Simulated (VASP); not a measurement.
# Al2Cu in VASP: a series of runs

Aim: see how the results for Al2Cu move with the level of theory and the settings. Levels: LDA, HSE06. Tasks: single point.

All numbers are computed with VASP 6.6.1; they aren't measurements. Logs are shortened: lines on timing, memory, paths and dates and some standing lists are left out, and cuts for length are marked.

### Step 1. The cell of the first run

The typed cell holds 3 atoms: a = 4.046 Å, b = 4.046 Å, c = 4.046 Å, α = 119.77°, β = 119.77°, γ = 90.41°.

### Step 2. Single point, LDA

The input, INCAR:

```
PREC     = Accurate       # precision mode
ENCUT    = 520            # plane-wave cutoff, eV
EDIFF    = 1E-7           # SCF threshold, eV
ISMEAR   = -1             # smearing method
SIGMA    = 0.1            # smearing width, eV
LREAL    = F              # projectors in reciprocal space
LASPH    = T              # aspherical terms in the spheres
NELM     = 60             # most SCF steps
ALGO     = Fast           # electronic algorithm
ISIF     = 2              # what is computed and relaxed
LWAVE    = F              # write WAVECAR
LCHARG   = F              # write CHGCAR
NBANDS   = 16             # bands
```

The input, KPOINTS:

```
Automatic mesh
0
Gamma
  6 6 7
```

The input, POSCAR:

```
Al2Cu
1.0
   -2.0303375000      2.0303375000      2.8510940000
    2.0303375000     -2.0303375000      2.8510940000
    2.0303375000      2.0303375000     -2.8510940000
Cu Al
1 2
Direct
    0.5041870000      0.4947320000      0.0022620000
    0.2455800000      0.7451240000      0.5011330000
    0.7479760000      0.2497260000      0.5009340000
```

Potentials or basis: VASP PAW LDA potentials, release 64 (Cu, Al).

Started as:

```bash
$ cat potpaw_LDA.64/Cu/POTCAR potpaw_LDA.64/Al/POTCAR > POTCAR
$ mpirun -np 1 vasp_std > vasp.out
```

OUTCAR:

```text
PREC = Accurate
   ENCUT = 520
   EDIFF = 1E-7
   ISMEAR = -1
   LREAL = F
   LASPH = T
   NELM = 60
   ISIF = 2

 ion  position               nearest neighbor table
   1  0.504  0.495  0.002-   2 2.45   3 2.46   3 2.46   2 2.48   2 2.49   3 2.50   3 2.50   2 2.51

   2  0.246  0.745  0.501-   1 2.45   1 2.48   1 2.49   1 2.51   3 2.83   3 2.87   3 2.87   3 2.87
                             3 2.87   3 2.88
   3  0.748  0.250  0.501-   1 2.46   1 2.46   1 2.50   1 2.50   2 2.83   2 2.87   2 2.87   2 2.87
                             2 2.87   2 2.88

  LATTYP: Found a body centered tetragonal cell.
 ALAT       =     4.0606750000
 C/A-ratio  =     1.4042463384

  Lattice vectors:

 A1 = (  -2.0303375000,   2.0303375000,   2.8510940000)
 A2 = (   2.0303375000,  -2.0303375000,   2.8510940000)
 A3 = (   2.0303375000,   2.0303375000,  -2.8510940000)

Analysis of symmetry for initial positions (statically):
=====================================================================
 Subroutine PRICEL returns:
 Original cell was already a primitive cell.

 Routine SETGRP: Setting up the symmetry group for a
 body centered tetragonal supercell.

 Subroutine GETGRP returns: Found  1 space group operations
 (whereof  1 operations were pure point group operations)
 out of a pool of 16 trial point group operations.

The static configuration has the point symmetry C_1 .

Analysis of symmetry for dynamics (positions and initial velocities):
=====================================================================
 Subroutine PRICEL returns:
 Original cell was already a primitive cell.

 Routine SETGRP: Setting up the symmetry group for a
 body centered tetragonal supercell.

 Subroutine GETGRP returns: Found  1 space group operations
 (whereof  1 operations were pure point group operations)
 out of a pool of 16 trial point group operations.

The dynamic configuration has the point symmetry C_1 .

 Subroutine INISYM returns: Found  1 space group operations
 (whereof  1 operations are pure point group operations),
 and found     1 'primitive' translations

----------------------------------------------------------------------------------------

                                     Primitive cell

  volume of cell :      47.0119

  direct lattice vectors                    reciprocal lattice vectors
    -2.030337500  2.030337500  2.851094000     0.000000000  0.246264476  0.175371279
     2.030337500 -2.030337500  2.851094000     0.246264476  0.000000000  0.175371279
     2.030337500  2.030337500 -2.851094000     0.246264476  0.246264476  0.000000000

  length of vectors
     4.046390703  4.046390703  4.046390703     0.302326442  0.302326442  0.348270562

  position of ions in fractional coordinates (direct lattice)
     0.504187000  0.494732000  0.002262000
     0.245580000  0.745124000  0.501133000
     0.747976000  0.249726000  0.500934000

  ion indices of the primitive-cell ions
   primitive index   ion index
                 1           1
                 2           2
                 3           3

----------------------------------------------------------------------------------------

 KPOINTS: Automatic mesh

Automatic generation of k-mesh.
 Grid dimensions read from file:
 generate k-points for:    6    6    7

 Generating k-lattice:

  Cartesian coordinates                     Fractional coordinates (reciprocal lattice)
     0.000000000  0.041044079  0.029228546     0.166666667  0.000000000 -0.000000000
     0.041044079  0.000000000  0.029228546     0.000000000  0.166666667 -0.000000000
     0.035180639  0.035180639  0.000000000     0.000000000  0.000000000  0.142857143

  Length of vectors
     0.050387740  0.050387740  0.049752937

  Shift w.r.t. Gamma in fractional coordinates (k-lattice)
     0.000000000  0.000000000  0.000000000

 -----------------------------------------------------------------------------
|                                                                             |
|           W    W    AA    RRRRR   N    N  II  N    N   GGGG   !!!           |
|           W    W   A  A   R    R  NN   N  II  NN   N  G    G  !!!           |
|           W    W  A    A  R    R  N N  N  II  N N  N  G       !!!           |
|           W WW W  AAAAAA  RRRRR   N  N N  II  N  N N  G  GGG   !            |
|           WW  WW  A    A  R   R   N   NN  II  N   NN  G    G                |
|           W    W  A    A  R    R  N    N  II  N    N   GGGG   !!!           |
|                                                                             |
|     Your reciprocal lattice and k-lattice belong to different lattice       |
|     classes:                                                                |
|                                                                             |
|        The reciprocal lattice is body-centered tetragonal,                  |
|        whereas your k-lattice is base-centered monoclinic.                  |
|                                                                             |
|     Results are often still useful ...                                      |
|                                                                             |
 -----------------------------------------------------------------------------

 WARNING: IBZKPT: internal override: KBLOWUP is changed to .FALSE.
      ... skipping the blow-up phase ...

 Subroutine IBZKPT returns following result:
 ===========================================

 Found    128 irreducible k-points:

 Following reciprocal coordinates:
            Coordinates               Weight
  0.000000  0.000000  0.000000      1.000000
  0.166667  0.000000  0.000000      2.000000
  0.333333  0.000000  0.000000      2.000000
  0.500000  0.000000 -0.000000      1.000000
  0.000000  0.166667  0.000000      2.000000
  0.166667  0.166667  0.000000      2.000000
[... 16 lines left out ...]
  0.333333  0.000000  0.142857      2.000000
  0.500000  0.000000  0.142857      2.000000
 [... further k-points ...]
   k-points           NKPTS =    128   k-points in BZ     NKDIM =    128   number of bands    NBANDS=     16
   number of dos      NEDOS =    301   number of ions     NIONS =      3
   total plane-waves  NPLWV =  27000
   dimension x,y,z NGX =    30 NGY =   30 NGZ =   30
   dimension x,y,z NGXF=    60 NGYF=   60 NGZF=   60
   ions per type =               1   2
   NGX,Y,Z   is equivalent  to a cutoff of  12.33, 12.33, 12.33 a.u.
   NGXF,Y,Z  is equivalent  to a cutoff of  24.65, 24.65, 24.65 a.u.
 SYSTEM =  unknown system
   PREC   = accura    normal or accurate (medium, high low for compatibility)
   ISTART =      0    job   : 0-new  1-cont  2-samecut
   ICHARG =      2    charge: 1-file 2-atom 10-const
   ISPIN  =      1    spin polarized calculation?
   LNONCOLLINEAR =      F non collinear calculations
   LSORBIT =      F    spin-orbit coupling
   LASPH  =      T    aspherical Exc in radial PAW
   ENCUT  =  520.0 eV  38.22 Ry    6.18 a.u.   7.52  7.52  7.52*2*pi/ulx,y,z
   NELM   =     60;   NELMIN=  2; NELMDL= -5     # of ELM steps
   EDIFF  = 0.1E-06   stopping-criterion for ELM
   LREAL  =      F    real-space projection
   EDIFFG = 0.1E-05   stopping-criterion for IOM
   NSW    =      0    number of steps for IOM
   IBRION =     -1    ionic relax: 0-MD 1-quasi-New 2-CG
   NFREE  =      0    steps in history (QN), initial steepest desc. (CG)
   ISIF   =      2    stress and relaxation
   ISYM   =      2    0-nonsym 1-usesym 2-fastsym
   POTIM  = 0.5000    time-step for ionic-motion
   TEBEG  =    0.0;   TEEND  =   0.0 temperature during run
   PSTRESS=    0.0 pullay stress
   NELECT =      17.0000    total number of electrons
   NUPDOWN=      -1.0000    fix difference up-down
   EMIN   =  10.00;   EMAX   =-10.00  energy-range for DOS
   EFERMI =   0.00;   METHOD = LEGACY
   ISMEAR =    -1;   SIGMA  =   0.10  broadening in eV -4-tet -1-fermi 0-gaus
   EFERMI_NEDOS =   21; number of points for ismear=-14 and -15
   IALGO  =     68    algorithm
   IMIX   =      4    mixing-type and parameters
     AMIX     =   0.40;   BMIX     =  1.00
     AMIX_MAG =   1.60;   BMIX_MAG =  1.00
  volume/ion in A,a.u.               =      15.67       105.75
  Fermi-wavevector in a.u.,A,eV,Ry     =   1.166331  2.204046 18.508385  1.360328
  Thomas-Fermi vector in A             =   2.302845
   LORBIT       =      0    0 simple, 1 ext, 2 COOP (PROOUT), +10 PAW based schemes
   GGA     = CA    functional components
   LHFCALC =     F    Hartree Fock is set to
   AEXX    =    0.0000 exact exchange contribution
   IVDW    =     0    specifies the selected vdW correction
   LEPSILON=     F    determine dielectric tensor
   LRPA    =     F    only Hartree local field effects (RPA)
 non-spin polarized calculation
 RMM-DIIS sequential band-by-band and
  energy-cutoff  :      520.00
  volume of cell :       47.01
 maximum number of plane-waves:      1293
   NGX = 15   NGY = 15   NGZ = 15

 number of electron      16.9999999 magnetization

 Free energy of the ion-electron system (eV)
  ---------------------------------------------------
  ext. energy  EPLUGINS =         0.00000000
  ---------------------------------------------------
  free energy    TOTEN  =       -13.69952557 eV

  energy without entropy =      -13.67279013  energy(sigma->0) =      -13.68615785

 E-fermi :   7.0097     XC(G=0): -10.7273

 val. band max:        6.9462851172   @ k =   0.0000   0.5000   0.4286
 cond. band min:       7.0473687390   @ k =  -0.3333   0.0000   0.4286
 fundamental gap:      0.1010836218
 Fermi energy:         7.0097404312

 k-point     1 :       0.0000    0.0000    0.0000
  band No.  band energies     occupation
      1      -3.3028      2.00000
      2       2.2802      2.00000
      3       2.2834      2.00000
      4       2.2945      2.00000
      5       2.8519      2.00000
      6       2.8609      2.00000
[... 8 lines left out ...]
     15      13.9160      0.00000
     16      14.1116      0.00000
[... 419 lines left out ...]
 k-point    24 :       0.5000    0.0000    0.1429
  band No.  band energies     occupation
      1      -0.9575      2.00000
      2       1.2299      2.00000
      3       2.3739      2.00000
      4       2.5018      2.00000
      5       2.8362      2.00000
      6       2.9034      2.00000
[... 8 lines left out ...]
     15      15.2495      0.00000
     16      16.9809      0.00000

 [... further k-points ...]

------------------------ aborting loop because EDIFF is reached ----------------------------------------

  FORCE on cell =-STRESS in cart. coord.  units (eV):
  Direction    XX          YY          ZZ          XY          YZ          ZX
  --------------------------------------------------------------------------------------
  -------------------------------------------------------------------------------------
  Total       -0.8895559     -0.7085965     -0.7695399      0.0197236     -0.0604189     -0.0658814
  in kB      -30.3162726    -24.1491368    -26.2261023      0.6721849     -2.0590901     -2.2452548
  external PRESSURE =     -26.8971706 kB  Pullay stress =       0.0000000 kB

 VOLUME and BASIS-vectors are now :
 -----------------------------------------------------------------------------
  energy-cutoff  :      520.00
  volume of cell :       47.01
      direct lattice vectors                 reciprocal lattice vectors
    -2.030337500  2.030337500  2.851094000     0.000000000  0.246264476  0.175371279
     2.030337500 -2.030337500  2.851094000     0.246264476  0.000000000  0.175371279
     2.030337500  2.030337500 -2.851094000     0.246264476  0.246264476  0.000000000

 POSITION                                       TOTAL-FORCE (eV/Angst)
 -----------------------------------------------------------------------------------
     -0.01460      0.02379      2.84156         0.124149     -0.168585     -0.069916
      2.03171      0.00323      1.39581        -0.039466      0.059905      0.117911
      0.00545      2.02868      1.41633        -0.084683      0.108680     -0.047995
 -----------------------------------------------------------------------------------
    total drift:                                0.000508     -0.000144     -0.000278

  FREE ENERGIE OF THE ION-ELECTRON SYSTEM (eV)
  ---------------------------------------------------
  free  energy   TOTEN  =       -13.6995255656 eV

  energy  without entropy=      -13.6727901283  energy(sigma->0) =      -13.68615785
```

Run time: 59 s. Hardware: 1 thread of Intel Xeon 6975P-C (Granite Rapids), shared host; peak memory 0.21 GiB.

Results:

```
Free energy   : -13.6995 eV
Pressure      : -2.7 GPa
Largest force : 0.221 eV/Å
```

Forces on the atoms (eV/Å):
```
Cu   0.124 -0.169 -0.070
Al  -0.039  0.060  0.118
Al  -0.085  0.109 -0.048
```

(Continued in part 2 of 2.)
